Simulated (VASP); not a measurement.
The system is HfGe.

```xyz
2
Lattice="3.5008 0.0000 0.0000 0.0000 3.5008 0.0000 0.0000 0.0000 3.5008" Properties=species:S:1:pos:R:3 pbc="T T T"
Hf    0.0000    0.0000    0.0000
Ge    1.7504    1.7504    1.7504
```

| Item | Value |
| --- | --- |
| Program | VASP 6.6.1 |
| Task | relaxation of cell and atoms |
| Functional | RPBE |
| Potentials or basis | VASP PAW PBE potentials, release 64 (Hf_pv, Ge_d) |
| Cutoff | 600 eV |
| k mesh | 8 × 8 × 8 |
| Occupations | fermi-dirac, width 0.05 eV |
| Spin | no spin polarisation |

At the start: pressure -9.5 GPa; volume 21.45 Å³/atom.

Q: Where does the relaxation end?

A: Over 5 steps the energy falls by 72.7 meV/atom and the volume is 19.23 Å³/atom (-10.4 %); space group Pm-3m (No. 221, to 0.05 Å).

The path:
| step | energy change (eV) | largest force (eV/Å) | pressure (GPa) | volume (Å³) |
| --- | --- | --- | --- | --- |
| 1 | 0.0000 | 0.0000 | -9.46 | 42.91 |
| 2 | -0.0584 | 0.0000 | 10.34 | 35.51 |
| 3 | -0.1455 | 0.0000 | -0.11 | 38.47 |
| 4 | -0.1455 | 0.0000 | 0.13 | 38.38 |
| 5 | -0.1455 | 0.0000 | -0.08 | 38.46 |

Final structure:
```
CELL_PARAMETERS angstrom
3.37554 0.00000 0.00000
0.00000 3.37554 0.00000
0.00000 0.00000 3.37554
ATOMIC_POSITIONS crystal
Hf 0.00000 0.00000 0.00000
Ge 0.50000 0.50000 0.50000
```

Caveat: the PAW data sets were made with another functional, which shifts forces and pressure a little.
